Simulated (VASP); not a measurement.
# ReSbP (P4/mmm) in VASP: single point with PBE

Aim: the single point of ReSbP with PBE.

Program: VASP 6.6.1. These are calculated values, not measurements. Logs are shortened: lines on timing, memory, paths and dates and some standing lists are left out, and cuts for length are marked.

## (1) The cell of the first run

The structure is tetragonal, space group P4/mmm (No. 123). Conventional cell: a = 3.746 Å, b = 3.746 Å, c = 4.567 Å, α = 90.00°, β = 90.00°, γ = 90.00°. Re (site symmetry 4/mmm) has 2 Sb at 2.28 Å within 3.0 Å. Sb (site symmetry 4/mmm) has 2 Re at 2.28 Å and 4 P at 2.65 Å within 3.0 Å. P (site symmetry 4/mmm) has 4 Sb at 2.65 Å and 8 Re at 3.50 Å within 3.5 Å.

## (2) Single point, PBE

File INCAR:

```
  PREC = Accurate
  ENCUT = 520
  EDIFF = 1E-6
  ISMEAR = 0
  SIGMA = 0.1
  LREAL = False
  LASPH = True
  NELM = 100
  ALGO = Normal
  ISIF = 2
  LWAVE = False
  LCHARG = True
  GGA = PE
  LELF = True
  LVHAR = True
  NBANDS = 16
```

File KPOINTS:

```
regular mesh
0
Gamma
  4 4 4
```

File POSCAR:

```
ReSbP
1.0
    3.7455168500      0.0000000000      0.0000000000
    0.0000000000      3.7455168500      0.0000000000
    0.0000000000      0.0000000000      4.5666166100
Re Sb P
1 1 1
Direct
    0.0000000000      0.0000000000      0.5000000000
    0.0000000000      0.0000000000      0.0000000000
    0.5000000000      0.5000000000      0.0000000000
```

Potentials or basis: VASP PAW PBE potentials, release 64 (Re, Sb, P).

Launch:

```sh
> cat potpaw_PBE.64/Re/POTCAR potpaw_PBE.64/Sb/POTCAR potpaw_PBE.64/P/POTCAR > POTCAR
> mpirun -np 1 vasp_std > vasp.out
```

OUTCAR:

```text
PREC = Accurate
   ENCUT = 520
   EDIFF = 1E-6
   ISMEAR = 0
   LREAL = False
   LASPH = True
   NELM = 100
   ISIF = 2
   GGA = PE

 ion  position               nearest neighbor table
   1  0.000  0.000  0.500-   2 2.28   2 2.28
   2  0.000  0.000  0.000-   1 2.28   1 2.28   3 2.65   3 2.65   3 2.65   3 2.65
   3  0.500  0.500  0.000-   2 2.65   2 2.65   2 2.65   2 2.65

  LATTYP: Found a simple tetragonal cell.
 ALAT       =     3.7455168500
 C/A-ratio  =     1.2192220174

  Lattice vectors:

 A1 = (   3.7455168500,   0.0000000000,   0.0000000000)
 A2 = (   0.0000000000,   3.7455168500,   0.0000000000)
 A3 = (   0.0000000000,   0.0000000000,   4.5666166100)

Analysis of symmetry for initial positions (statically):
=====================================================================
 Subroutine PRICEL returns:
 Original cell was already a primitive cell.

 Routine SETGRP: Setting up the symmetry group for a
 simple tetragonal supercell.

 Subroutine GETGRP returns: Found 16 space group operations
 (whereof 16 operations were pure point group operations)
 out of a pool of 16 trial point group operations.

The static configuration has the point symmetry D_4h.

Analysis of symmetry for dynamics (positions and initial velocities):
=====================================================================
 Subroutine PRICEL returns:
 Original cell was already a primitive cell.

 Routine SETGRP: Setting up the symmetry group for a
 simple tetragonal supercell.

 Subroutine GETGRP returns: Found 16 space group operations
 (whereof 16 operations were pure point group operations)
 out of a pool of 16 trial point group operations.

The dynamic configuration has the point symmetry D_4h.

 Subroutine INISYM returns: Found 16 space group operations
 (whereof 16 operations are pure point group operations),
 and found     1 'primitive' translations

----------------------------------------------------------------------------------------

                                     Primitive cell

  volume of cell :      64.0646

  direct lattice vectors                    reciprocal lattice vectors
     3.745516850  0.000000000  0.000000000     0.266985850  0.000000000  0.000000000
     0.000000000  3.745516850  0.000000000     0.000000000  0.266985850  0.000000000
     0.000000000  0.000000000  4.566616610     0.000000000  0.000000000  0.218980503

  length of vectors
     3.745516850  3.745516850  4.566616610     0.266985850  0.266985850  0.218980503
[... 76 lines left out ...]
   EDIFF  = 0.1E-05   stopping-criterion for ELM
   LREAL  =      F    real-space projection
   EDIFFG = 0.1E-04   stopping-criterion for IOM
   NSW    =      0    number of steps for IOM
   IBRION =     -1    ionic relax: 0-MD 1-quasi-New 2-CG
   NFREE  =      0    steps in history (QN), initial steepest desc. (CG)
   ISIF   =      2    stress and relaxation
   ISYM   =      2    0-nonsym 1-usesym 2-fastsym
   POTIM  = 0.5000    time-step for ionic-motion
   TEBEG  =    0.0;   TEEND  =   0.0 temperature during run
   PSTRESS=    0.0 pullay stress
   NELECT =      17.0000    total number of electrons
   NUPDOWN=      -1.0000    fix difference up-down
   EMIN   =  10.00;   EMAX   =-10.00  energy-range for DOS
   EFERMI =   0.00;   METHOD = LEGACY
   ISMEAR =     0;   SIGMA  =   0.10  broadening in eV -4-tet -1-fermi 0-gaus
   EFERMI_NEDOS =   21; number of points for ismear=-14 and -15
   IALGO  =     38    algorithm
   IMIX   =      4    mixing-type and parameters
     AMIX     =   0.40;   BMIX     =  1.00
     AMIX_MAG =   1.60;   BMIX_MAG =  1.00
  volume/ion in A,a.u.               =      21.35       144.11
  Fermi-wavevector in a.u.,A,eV,Ry     =   1.052007  1.988004 15.057810  1.106718
  Thomas-Fermi vector in A             =   2.187072
   LORBIT       =      0    0 simple, 1 ext, 2 COOP (PROOUT), +10 PAW based schemes
   GGA     = PE    functional components
   LHFCALC =     F    Hartree Fock is set to
   AEXX    =    0.0000 exact exchange contribution
   IVDW    =     0    specifies the selected vdW correction
   LEPSILON=     F    determine dielectric tensor
   LRPA    =     F    only Hartree local field effects (RPA)
 non-spin polarized calculation
 Gauss-broadening in eV      SIGMA  =   0.10
  energy-cutoff  :      520.00
  volume of cell :       64.06
 maximum number of plane-waves:      1740
 NGX is ok and might be reduce to    28
   NGX = 13   NGY = 13   NGZ = 17

 number of electron      16.9999997 magnetization

 Free energy of the ion-electron system (eV)
  ---------------------------------------------------
  ext. energy  EPLUGINS =         0.00000000
  ---------------------------------------------------
  free energy    TOTEN  =       -14.23009764 eV

  energy without entropy =      -14.20633261  energy(sigma->0) =      -14.21821513

 E-fermi :   6.8398     XC(G=0): -10.6673

 val. band max:        6.8112770153   @ k =   0.5000   0.0000   0.0000
 cond. band min:       6.8476427055   @ k =   0.2500   0.0000   0.5000
 fundamental gap:      0.0363656902
 Fermi energy:         6.8398032621

 k-point     1 :       0.0000    0.0000    0.0000
  band No.  band energies     occupation
      1      -7.3124      2.00000
      2       0.3846      2.00000
      3       2.9969      2.00000
      4       3.0629      2.00000
      5       3.0629      2.00000
      6       4.5146      2.00000
[... 319 lines left out ...]
      3      -0.2719      2.00000
      4      -0.2719      2.00000
      5       1.3136      2.00000
      6       3.6773      2.00000
[... 8 lines left out ...]
     15      16.2822      0.00000
     16      17.7725      0.00000

------------------------ aborting loop because EDIFF is reached ----------------------------------------

  FORCE on cell =-STRESS in cart. coord.  units (eV):
  Direction    XX          YY          ZZ          XY          YZ          ZX
  --------------------------------------------------------------------------------------
  -------------------------------------------------------------------------------------
  Total       -0.2305928     -0.2305928     27.4704599      0.0000000      0.0000000     -0.0000000
  in kB       -5.7668440     -5.7668440    687.0027108      0.0000000      0.0000000     -0.0000000
  external PRESSURE =     225.1563410 kB  Pullay stress =       0.0000000 kB

 VOLUME and BASIS-vectors are now :
 -----------------------------------------------------------------------------
  energy-cutoff  :      520.00
  volume of cell :       64.06
      direct lattice vectors                 reciprocal lattice vectors
     3.745516850  0.000000000  0.000000000     0.266985850  0.000000000  0.000000000
     0.000000000  3.745516850  0.000000000     0.000000000  0.266985850  0.000000000
     0.000000000  0.000000000  4.566616610     0.000000000  0.000000000  0.218980503

 POSITION                                       TOTAL-FORCE (eV/Angst)
 -----------------------------------------------------------------------------------
      0.00000      0.00000      2.28331         0.000000      0.000000      0.000000
      0.00000      0.00000      0.00000         0.000000      0.000000      0.000000
      1.87276      1.87276      0.00000         0.000000      0.000000      0.000000
 -----------------------------------------------------------------------------------
    total drift:                               -0.000000      0.000000     -0.000000

  FREE ENERGIE OF THE ION-ELECTRON SYSTEM (eV)
  ---------------------------------------------------
  free  energy   TOTEN  =       -14.2300976389 eV

  energy  without entropy=      -14.2063326145  energy(sigma->0) =      -14.21821513
```

OSZICAR:

```text
N       E                     dE             d eps       ncg     rms          rms(c)
DAV:   1     0.548345310831E+02    0.54835E+02   -0.65196E+03   864   0.959E+02
DAV:   2    -0.122496502750E+02   -0.67084E+02   -0.61233E+02   936   0.203E+02
DAV:   3    -0.148050550480E+02   -0.25554E+01   -0.24483E+01   896   0.409E+01
DAV:   4    -0.148400586084E+02   -0.35004E-01   -0.34737E-01   712   0.392E+00
DAV:   5    -0.148415627084E+02   -0.15041E-02   -0.15023E-02   944   0.909E-01    0.196E+01
DAV:   6    -0.146147679750E+02    0.22679E+00   -0.16638E+00   928   0.272E+01    0.705E+00
DAV:   7    -0.144241709970E+02    0.19060E+00   -0.11520E+00   952   0.273E+01    0.856E+00
DAV:   8    -0.142308178592E+02    0.19335E+00   -0.39376E-01   976   0.118E+01    0.582E-01
DAV:   9    -0.142299789204E+02    0.83894E-03   -0.19756E-02   880   0.115E+00    0.218E-01
DAV:  10    -0.142300463745E+02   -0.67454E-04   -0.96372E-04   808   0.276E-01    0.105E-01
DAV:  11    -0.142300863637E+02   -0.39989E-04   -0.11807E-04   912   0.940E-02    0.384E-02
DAV:  12    -0.142300972432E+02   -0.10880E-04   -0.14521E-05   832   0.316E-02    0.104E-02
DAV:  13    -0.142300976389E+02   -0.39574E-06   -0.99851E-07   632   0.104E-02
   1 F= -.14230098E+02 E0= -.14218215E+02  d E =-.237650E-01
```

stdout:

```text
POSCAR found type information on POSCAR ReSbP
 POSCAR found :  3 types and       3 ions
 scaLAPACK will be used
 LDA part: xc-table for (Slater+PW92), standard interpolation
 POSCAR, INCAR and KPOINTS ok, starting setup
 FFT: planning ... GRIDC
 FFT: planning ... GRID_SOFT
 FFT: planning ... GRID
 WAVECAR not read
 entering main loop
```

Run time: 8.9 s. Hardware: 1 thread of Intel Xeon 6975P-C (Granite Rapids), shared host; peak memory 0.18 GiB.

What came out:

```yaml
Free_energy: -14.2301 eV
Pressure: 22.5 GPa
```

Caveat: the k points lie up to 0.42 Å⁻¹ apart; spin-orbit coupling is left out, which moves the levels of the heavy elements.
